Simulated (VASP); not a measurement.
A run of VASP 6.6.1 is set up as follows.

The input INCAR:

```
PREC     = Accurate       # precision mode
ENCUT    = 520            # plane-wave cutoff, eV
EDIFF    = 1E-6           # SCF threshold, eV
ISMEAR   = 0              # smearing method
SIGMA    = 0.1            # smearing width, eV
LREAL    = F              # projectors in reciprocal space
LASPH    = T              # aspherical terms in the spheres
NELM     = 100            # most SCF steps
ALGO     = Normal         # electronic algorithm
ISIF     = 2              # what is computed and relaxed
LWAVE    = F              # write WAVECAR
LCHARG   = T              # write CHGCAR
GGA      = PS             # functional
IVDW     = 12             # dispersion correction
LELF     = T              # ELF
LVHAR    = T            
NBANDS   = 18             # bands
```

Contents of KPOINTS:

```
Automatic mesh
0
Gamma
  14 14 12
```

File POSCAR:

```
P
1.0
    1.6726052707     -4.9965658248      0.0000000000
    1.6726052707      4.9965658248      0.0000000000
    0.0000000000      0.0000000000      3.9120967153
P
4
Direct
    0.8901698642      0.1098301358      0.0607981950
    0.6098301358      0.3901698642      0.5607981950
    0.1098301358      0.8901698642      0.9392018050
    0.3901698642      0.6098301358      0.4392018050
```

Potentials or basis: VASP PAW PBE potentials, release 64 (P).

Run with:

```sh
$ cat potpaw_PBE.64/P/POTCAR > POTCAR
$ mpirun -np 1 vasp_std > vasp.out
```

Question: Estimate the band gap on the k mesh.

Answer: Zero (bands 10 and 11 overlap by 0.51 eV).

Question: What does it give for the dispersion energy per atom?

Answer: -0.345 eV.

Question: Predict the largest force.

Answer: 0.037 eV/Å.

Question: Predict the pressure.

Answer: -1.1 GPa.

Stress tensor (GPa, compression positive):
```
-1.11  0.00  0.00
 0.00 -1.16  0.00
 0.00  0.00 -1.06
```

Caveat: the PAW data sets were made with another functional, which shifts forces and pressure a little.
